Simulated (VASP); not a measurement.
# TiO2 in VASP: settings compared

Aim: see how the results for TiO2 move with the level of theory and the settings. Levels: PBE, r2SCAN, PBEsol. Tasks: single point.

Program: VASP 6.6.1. These are calculated values, not measurements. Logs are shortened: lines on timing, memory, paths and dates and some standing lists are left out, and cuts for length are marked.

## 1. The cell of the first run

The structure is tetragonal, space group I4_1/amd (No. 141). The conventional cell has a = 3.792 Å, b = 3.792 Å, c = 9.625 Å, α = 90.00°, β = 90.00°, γ = 90.00°. Within 2.6 Å of Ti (site symmetry -4m2) lie 6 O at 1.94 to 2.00 Å. O (site symmetry 2mm) has 3 Ti at 1.94 to 2.00 Å and 2 O at 2.47 Å within 2.6 Å.

## 2. Single point, PBE

INCAR reads:

```
PREC = Accurate ; ENCUT = 520
EDIFF = 1E-6 ; ISMEAR = -1
SIGMA = 0.05 ; LREAL = F
LASPH = T ; NELM = 60
ALGO = Normal ; ISIF = 2
LWAVE = F ; LCHARG = F
GGA = PE ; NBANDS = 33
```

KPOINTS reads:

```
Automatic mesh
0
Gamma
  10 10 10
```

POSCAR reads:

```
TiO2
1.0
   -1.8959611419      1.8959611419      4.8124626040
    1.8959611419     -1.8959611419      4.8124626040
    1.8959611419      1.8959611419     -4.8124626040
Ti O
2 4
Direct
    0.7500000000      0.2500000000      0.5000000000
    0.0000000000      0.0000000000      0.0000000000
    0.7926200049      0.7926200049      0.0000000000
    0.5426200049      0.0426200049      0.5000000000
    0.9573799951      0.4573799951      0.5000000000
    0.2073799951      0.2073799951      0.0000000000
```

Potentials or basis: VASP PAW PBE potentials, release 64 (Ti_sv, O).

Command:

```console
cat potpaw_PBE.64/Ti_sv/POTCAR potpaw_PBE.64/O/POTCAR > POTCAR
mpirun -np 1 vasp_std > vasp.out
```

OUTCAR:

```text
PREC = Accurate
   ENCUT = 520
   EDIFF = 1E-6
   ISMEAR = -1
   LREAL = F
   LASPH = T
   NELM = 60
   ISIF = 2
   GGA = PE

 ion  position               nearest neighbor table
   1  0.750  0.250  0.500-   3 1.94   6 1.94   3 1.94   6 1.94   5 2.00   4 2.00
   2  0.000  0.000  0.000-   4 1.94   5 1.94   4 1.94   5 1.94   3 2.00   6 2.00
   3  0.793  0.793  0.000-   1 1.94   1 1.94   2 2.00
   4  0.543  0.043  0.500-   2 1.94   2 1.94   1 2.00
   5  0.957  0.457  0.500-   2 1.94   2 1.94   1 2.00
   6  0.207  0.207  0.000-   1 1.94   1 1.94   2 2.00

  LATTYP: Found a body centered tetragonal cell.
 ALAT       =     3.7919222838
 C/A-ratio  =     2.5382706943

  Lattice vectors:

 A1 = (  -1.8959611419,   1.8959611419,   4.8124626040)
 A2 = (   1.8959611419,  -1.8959611419,   4.8124626040)
 A3 = (   1.8959611419,   1.8959611419,  -4.8124626040)

Analysis of symmetry for initial positions (statically):
=====================================================================
 Subroutine PRICEL returns:
 Original cell was already a primitive cell.

 Routine SETGRP: Setting up the symmetry group for a
 body centered tetragonal supercell.

 Subroutine GETGRP returns: Found 16 space group operations
 (whereof  8 operations were pure point group operations)
 out of a pool of 16 trial point group operations.

The static configuration has the point symmetry D_2d.
 The point group associated with its full space group is D_4h.

Analysis of symmetry for dynamics (positions and initial velocities):
=====================================================================
 Subroutine PRICEL returns:
 Original cell was already a primitive cell.

 Routine SETGRP: Setting up the symmetry group for a
 body centered tetragonal supercell.

 Subroutine GETGRP returns: Found 16 space group operations
 (whereof  8 operations were pure point group operations)
 out of a pool of 16 trial point group operations.

The dynamic configuration has the point symmetry D_2d.
 The point group associated with its full space group is D_4h.

 Subroutine INISYM returns: Found 16 space group operations
 (whereof  8 operations are pure point group operations),
 and found     1 'primitive' translations

----------------------------------------------------------------------------------------

                                     Primitive cell

  volume of cell :      69.1968

  direct lattice vectors                    reciprocal lattice vectors
    -1.895961142  1.895961142  4.812462604     0.000000000  0.263718485  0.103896911
     1.895961142 -1.895961142  4.812462604     0.263718485  0.000000000  0.103896911
     1.895961142  1.895961142 -4.812462604     0.263718485  0.263718485  0.000000000

  length of vectors
     5.509004776  5.509004776  5.509004776     0.283446657  0.283446657  0.372954258

  position of ions in fractional coordinates (direct lattice)
     0.750000000  0.250000000  0.500000000
     0.000000000  0.000000000  0.000000000
     0.792620005  0.792620005  0.000000000
     0.542620005  0.042620005  0.500000000
     0.957379995  0.457379995  0.500000000
     0.207379995  0.207379995  0.000000000

  ion indices of the primitive-cell ions
   primitive index   ion index
                 1           1
                 2           2
                 3           3
                 4           4
                 5           5
                 6           6

----------------------------------------------------------------------------------------

 KPOINTS: Automatic mesh

Automatic generation of k-mesh.
 Grid dimensions read from file:
 generate k-points for:   10   10   10

 Generating k-lattice:

  Cartesian coordinates                     Fractional coordinates (reciprocal lattice)
     0.000000000  0.026371849  0.010389691     0.100000000 -0.000000000  0.000000000
     0.026371849  0.000000000  0.010389691    -0.000000000  0.100000000  0.000000000
     0.026371849  0.026371849  0.000000000     0.000000000  0.000000000  0.100000000

  Length of vectors
     0.028344666  0.028344666  0.037295426

  Shift w.r.t. Gamma in fractional coordinates (k-lattice)
     0.000000000  0.000000000  0.000000000

 Subroutine IBZKPT returns following result:
 ===========================================

 Found    102 irreducible k-points:

 Following reciprocal coordinates:
            Coordinates               Weight
  0.000000  0.000000  0.000000      1.000000
  0.100000  0.000000 -0.000000      8.000000
  0.200000  0.000000 -0.000000      8.000000
  0.300000 -0.000000  0.000000      8.000000
  0.400000  0.000000  0.000000      8.000000
  0.500000  0.000000 -0.000000      4.000000
[... 16 lines left out ...]
  0.300000  0.300000  0.000000      8.000000
  0.400000  0.300000  0.000000     16.000000
 [... further k-points ...]
   k-points           NKPTS =    102   k-points in BZ     NKDIM =    102   number of bands    NBANDS=     33
   number of dos      NEDOS =    301   number of ions     NIONS =      6
   total plane-waves  NPLWV =  74088
   dimension x,y,z NGX =    42 NGY =   42 NGZ =   42
   dimension x,y,z NGXF=    84 NGYF=   84 NGZF=   84
   ions per type =               2   4
   NGX,Y,Z   is equivalent  to a cutoff of  12.67, 12.67, 12.67 a.u.
   NGXF,Y,Z  is equivalent  to a cutoff of  25.35, 25.35, 25.35 a.u.
 SYSTEM =  unknown system
   PREC   = accura    normal or accurate (medium, high low for compatibility)
   ISTART =      0    job   : 0-new  1-cont  2-samecut
   ICHARG =      2    charge: 1-file 2-atom 10-const
   ISPIN  =      1    spin polarized calculation?
   LNONCOLLINEAR =      F non collinear calculations
   LSORBIT =      F    spin-orbit coupling
   LASPH  =      T    aspherical Exc in radial PAW
   ENCUT  =  520.0 eV  38.22 Ry    6.18 a.u.  10.24 10.24 10.24*2*pi/ulx,y,z
   NELM   =     60;   NELMIN=  2; NELMDL= -5     # of ELM steps
   EDIFF  = 0.1E-05   stopping-criterion for ELM
   LREAL  =      F    real-space projection
   EDIFFG = 0.1E-04   stopping-criterion for IOM
   NSW    =      0    number of steps for IOM
   IBRION =     -1    ionic relax: 0-MD 1-quasi-New 2-CG
   NFREE  =      0    steps in history (QN), initial steepest desc. (CG)
   ISIF   =      2    stress and relaxation
   ISYM   =      2    0-nonsym 1-usesym 2-fastsym
   POTIM  = 0.5000    time-step for ionic-motion
   TEBEG  =    0.0;   TEEND  =   0.0 temperature during run
   PSTRESS=    0.0 pullay stress
   NELECT =      48.0000    total number of electrons
   NUPDOWN=      -1.0000    fix difference up-down
   EMIN   =  10.00;   EMAX   =-10.00  energy-range for DOS
   EFERMI =   0.00;   METHOD = LEGACY
   ISMEAR =    -1;   SIGMA  =   0.05  broadening in eV -4-tet -1-fermi 0-gaus
   EFERMI_NEDOS =   21; number of points for ismear=-14 and -15
   IALGO  =     38    algorithm
   IMIX   =      4    mixing-type and parameters
     AMIX     =   0.40;   BMIX     =  1.00
     AMIX_MAG =   1.60;   BMIX_MAG =  1.00
  volume/ion in A,a.u.               =      11.53        77.83
  Fermi-wavevector in a.u.,A,eV,Ry     =   1.449194  2.738579 28.574452  2.100163
  Thomas-Fermi vector in A             =   2.566948
   LORBIT       =      0    0 simple, 1 ext, 2 COOP (PROOUT), +10 PAW based schemes
   GGA     = PE    functional components
   LHFCALC =     F    Hartree Fock is set to
   AEXX    =    0.0000 exact exchange contribution
   IVDW    =     0    specifies the selected vdW correction
   LEPSILON=     F    determine dielectric tensor
   LRPA    =     F    only Hartree local field effects (RPA)
 non-spin polarized calculation
  energy-cutoff  :      520.00
  volume of cell :       69.20
 maximum number of plane-waves:      1881
 NGX is ok and might be reduce to    42
   NGX = 21   NGY = 21   NGZ = 21

 number of electron      47.9999994 magnetization

 Free energy of the ion-electron system (eV)
  ---------------------------------------------------
  ext. energy  EPLUGINS =         0.00000000
  ---------------------------------------------------
  free energy    TOTEN  =       -53.85586967 eV

  energy without entropy =      -53.85586967  energy(sigma->0) =      -53.85586967

 E-fermi :   4.4572     XC(G=0): -10.6544

 val. band max:        3.2534462022   @ k =  -0.4000   0.4000   0.0000
 cond. band min:       5.3592344515   @ k =   0.0000   0.0000   0.0000
 fundamental gap:      2.1057882493
 Fermi energy:         4.4571773546

 k-point     1 :       0.0000    0.0000    0.0000
  band No.  band energies     occupation
      1     -53.1818      2.00000
      2     -53.1270      2.00000
      3     -29.6245      2.00000
      4     -29.3981      2.00000
      5     -29.3981      2.00000
      6     -29.3328      2.00000
[... 25 lines left out ...]
     32       8.4060      0.00000
     33       8.4958      0.00000

 k-point     2 :       0.1000    0.0000   -0.0000
  band No.  band energies     occupation
      1     -53.1806      2.00000
      2     -53.1278      2.00000
      3     -29.6218      2.00000
      4     -29.4104      2.00000
      5     -29.3990      2.00000
      6     -29.3379      2.00000
[... 25 lines left out ...]
     32       8.5303      0.00000
     33       8.7794      0.00000

 k-point     3 :       0.2000    0.0000   -0.0000
  band No.  band energies     occupation
      1     -53.1772      2.00000
      2     -53.1301      2.00000
      3     -29.6149      2.00000
      4     -29.4413      2.00000
      5     -29.4011      2.00000
      6     -29.3502      2.00000
[... 25 lines left out ...]
     32       8.8769      0.00000
     33       9.2060      0.00000

 k-point     4 :       0.3000   -0.0000    0.0000
  band No.  band energies     occupation
      1     -53.1725      2.00000
      2     -53.1335      2.00000
      3     -29.6065      2.00000
      4     -29.4785      2.00000
      5     -29.4035      2.00000
      6     -29.3620      2.00000
[... 673 lines left out ...]
     32       9.6018      0.00000
     33       9.8800      0.00000

 k-point    23 :       0.3000    0.3000    0.0000
  band No.  band energies     occupation
      1     -53.1610      2.00000
      2     -53.1421      2.00000
      3     -29.5812      2.00000
      4     -29.5267      2.00000
      5     -29.4414      2.00000
      6     -29.3984      2.00000
[... 25 lines left out ...]
     32       9.6121      0.00000
     33      10.4232      0.00000

 k-point    24 :       0.4000    0.3000    0.0000
  band No.  band energies     occupation
      1     -53.1576      2.00000
      2     -53.1445      2.00000
      3     -29.5839      2.00000
      4     -29.5471      2.00000
      5     -29.4433      2.00000
      6     -29.4136      2.00000
[... 25 lines left out ...]
     32       9.6215      0.00000
     33      10.5402      0.00000

 [... further k-points ...]

------------------------ aborting loop because EDIFF is reached ----------------------------------------

  FORCE on cell =-STRESS in cart. coord.  units (eV):
  Direction    XX          YY          ZZ          XY          YZ          ZX
  --------------------------------------------------------------------------------------
  -------------------------------------------------------------------------------------
  Total        1.1551715      1.1551715      1.1850079      0.0000000      0.0000000      0.0000000
  in kB       26.7467376     26.7467376     27.4375677      0.0000000      0.0000000      0.0000000
  external PRESSURE =      26.9770143 kB  Pullay stress =       0.0000000 kB

 VOLUME and BASIS-vectors are now :
 -----------------------------------------------------------------------------
  energy-cutoff  :      520.00
  volume of cell :       69.20
      direct lattice vectors                 reciprocal lattice vectors
    -1.895961142  1.895961142  4.812462604     0.000000000  0.263718485  0.103896911
     1.895961142 -1.895961142  4.812462604     0.263718485  0.000000000  0.103896911
     1.895961142  1.895961142 -4.812462604     0.263718485  0.263718485  0.000000000

 POSITION                                       TOTAL-FORCE (eV/Angst)
 -----------------------------------------------------------------------------------
      0.00000      1.89596      2.40623         0.000000      0.000000     -0.000000
      0.00000      0.00000      0.00000         0.000000      0.000000     -0.000000
      0.00000      0.00000      7.62891        -0.000000     -0.000000     -0.019481
      0.00000      1.89596      0.41021        -0.000000     -0.000000     -0.019481
     -0.00000      1.89596      4.40225        -0.000000     -0.000000      0.019481
      0.00000      0.00000      1.99602         0.000000      0.000000      0.019481
 -----------------------------------------------------------------------------------
    total drift:                               -0.000000     -0.000000     -0.000000

  FREE ENERGIE OF THE ION-ELECTRON SYSTEM (eV)
  ---------------------------------------------------
  free  energy   TOTEN  =       -53.8558696741 eV

  energy  without entropy=      -53.8558696740  energy(sigma->0) =      -53.85586967
```

Run time: 5.8 min. Hardware: 1 thread of Intel Xeon Platinum 8259CL at 2.50GHz (Skylake/Cascade Lake), shared host; peak memory 0.37 GiB.

Results:

| Quantity | Value |
| --- | --- |
| Free energy | -53.8559 eV |
| Pressure | 2.7 GPa |
| Largest force | 0.019 eV/Å |
| Band gap on the k mesh | 2.11 eV (least direct gap 2.42 eV) |

Forces in eV/Å, atoms in the order of the input:
```
Ti   0.000  0.000  0.000
Ti   0.000  0.000  0.000
O    0.000  0.000 -0.019
O    0.000  0.000 -0.019
O    0.000  0.000  0.019
O    0.000  0.000  0.019
```

Levels at points of the mesh, in eV from the valence-band top:
```
           k point  band 20  band 21  band 22  band 23  band 24  band 25  band 26  band 27  band 28  band 29
(0.00, 0.00, 0.00)    -0.78    -0.78    -0.78    -0.44    -0.44     2.11     2.80     3.96     3.96     3.98
(0.50, 0.00, 0.00)    -1.92    -1.92    -0.91    -0.85    -0.64     3.20     3.50     3.52     3.58     4.23
(0.50, 0.50, 0.00)    -2.60    -2.02    -2.02    -0.04    -0.04     3.26     3.26     3.74     3.74     4.82
(0.50, 0.50, 0.50)    -1.34    -1.25    -1.25    -0.11    -0.11     2.44     2.44     3.72     3.72     4.24
```

A k mesh can miss the band edges. Expect the measured gap to be larger: semilocal functionals such as PBE lack the derivative discontinuity.

[end of part 1 of 2]
